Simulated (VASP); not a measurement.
Set up this calculation in VASP 6.6.1, as the native input.

```
Task                   : single point
Functional             : LDA
Potentials or basis    : VASP PAW LDA potentials, release 64 (C)
Cutoff                 : 520 eV
k mesh                 : 12 × 12 × 2
Occupations            : gaussian, width 0.05 eV
Spin                   : no spin polarisation
Dipole correction      : no
Further INCAR settings : ALGO = Normal; EDIFF = 1e-07; NBANDS = 36
```

The structure of C lies in POSCAR:

```
C
1.0
    2.5503000000      0.0000000000      0.0000000000
   -1.2751500000      2.2086245873      0.0000000000
    0.0000000000      0.0000000000     11.6772000000
C
12
Direct
    0.0000000000      0.0000000000      0.1868599868
    0.0000000000      0.0000000000      0.6868599868
    0.0000000000      0.0000000000      0.3131400132
    0.0000000000      0.0000000000      0.8131400132
    0.3333333333      0.6666666667      0.5207718743
    0.6666666667      0.3333333333      0.0207718743
    0.3333333333      0.6666666667      0.9792281257
    0.6666666667      0.3333333333      0.4792281257
    0.3333333333      0.6666666667      0.6450609412
    0.6666666667      0.3333333333      0.1450609412
    0.3333333333      0.6666666667      0.8549390588
    0.6666666667      0.3333333333      0.3549390588
```

These files were run (other wordings do the same):

INCAR

```
SYSTEM = C
PREC = Accurate
ENCUT = 520
EDIFF = 1E-7
ISMEAR = 0
SIGMA = 0.05
LREAL = .FALSE.
LASPH = .TRUE.
NELM = 100
ALGO = Normal
ISIF = 2
LWAVE = .FALSE.
LCHARG = .FALSE.
NBANDS = 36
```

KPOINTS

```
regular mesh
0
G
  12 12 2
  0 0 0
```

Potentials or basis: VASP PAW LDA potentials, release 64 (C).

Run with:

```sh
$ cat potpaw_LDA.64/C/POTCAR > POTCAR
$ mpirun -np 1 vasp_std > vasp.out
```

It gave:

```yaml
Pressure: 7.8 GPa
Largest_force: 0.790 eV/Å
Band_gap_on_the_k_mesh: 3.59 eV, indirect (least direct gap 4.53 eV)
```

Run time: 36 s on 1 thread of Intel(R) Xeon(R) 6975P-C (Granite Rapids) (shared host), peak memory 0.18 GiB.
